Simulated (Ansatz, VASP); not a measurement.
# One calculation of MgO, two programs

The input INCAR:

```
SYSTEM = MgO
PREC = Accurate
ENCUT = 520
EDIFF = 1E-7
ISMEAR = 0
SIGMA = 0.05
LREAL = .False.
LASPH = .True.
NELM = 60
ALGO = Normal
ISIF = 2
LWAVE = .False.
LCHARG = .False.
GGA = PS
NBANDS = 16
```

KPOINTS

```
Automatic mesh
0
Gamma
  9 9 6
  0 0 0
```

File POSCAR:

```
MgO
1.0
    3.2544262524      0.0000000000      0.0000000000
   -1.6272131262      2.8184158093      0.0000000000
    0.0000000000      0.0000000000      5.1476234821
Mg O
2 2
Direct
    0.3333333333      0.6666666667      0.0021597400
    0.6666666667      0.3333333333      0.5021597400
    0.3333333333      0.6666666667      0.4024402600
    0.6666666667      0.3333333333      0.9024402600
```

Input for Ansatz:

```yaml
crystal:
  lattice:
    - [3.2544262524, 0.0, 0.0]
    - [-1.6272131262, 2.8184158093, 0.0]
    - [0.0, 0.0, 5.1476234821]
  atoms:
    - { symbol: Mg, position: [0.3333333333, 0.6666666667, 0.00215974] }
    - { symbol: Mg, position: [0.6666666667, 0.3333333333, 0.50215974] }
    - { symbol: O, position: [0.3333333333, 0.6666666667, 0.40244026] }
    - { symbol: O, position: [0.6666666667, 0.3333333333, 0.90244026] }
basis:
  ecutwfc: 420
kpoints:
  mp_grid: { grid: [9, 9, 6] }
hamiltonian:
  xc: pbesol
scf:
  occupations: { method: gaussian, width: 0.05 }
output:
  forces: true
  stress: true
  eigenvalues: true
```

Alike in both runs: task single point; functional PBEsol; k mesh 9 × 9 × 6; occupations gaussian, width 0.05 eV; no spin polarisation.

|  | VASP | Ansatz |
| --- | --- | --- |
| version | VASP 6.6.1 | Ansatz 0.2.0 |
| potentials or method | VASP PAW PBE potentials, release 64 (Mg, O), cutoff 520 eV | scalar-relativistic, plane waves, PAW |
| valence electrons in the cell | 16 | 32 |

Ansatz gave:

| Quantity | Value |
| --- | --- |
| gap on the k mesh at the Fermi level (eV) | 3.43 |
| least direct gap on the mesh (eV) | 3.43 |
| pressure (GPa) | 1.4 |
| traceless stress, the component that is largest in VASP (GPa) | -5.96 |
| rms of the force components (eV/Å) | 0.251 |

Task: What did VASP give for the same quantities?

Result: gap on the k mesh at the Fermi level (eV): 3.43; least direct gap on the mesh (eV): 3.43; pressure (GPa): 1.1; traceless stress, the component that is largest in VASP (GPa): -6.03; rms of the force components (eV/Å): 0.255.

VASP's potentials were made for PBE, not for PBEsol. Atom by atom the forces differ by 0.003 eV/Å (rms over components). VASP's potentials hold 16 valence electrons a cell and Ansatz's 32, so a difference there can come from the potentials and not from the codes.
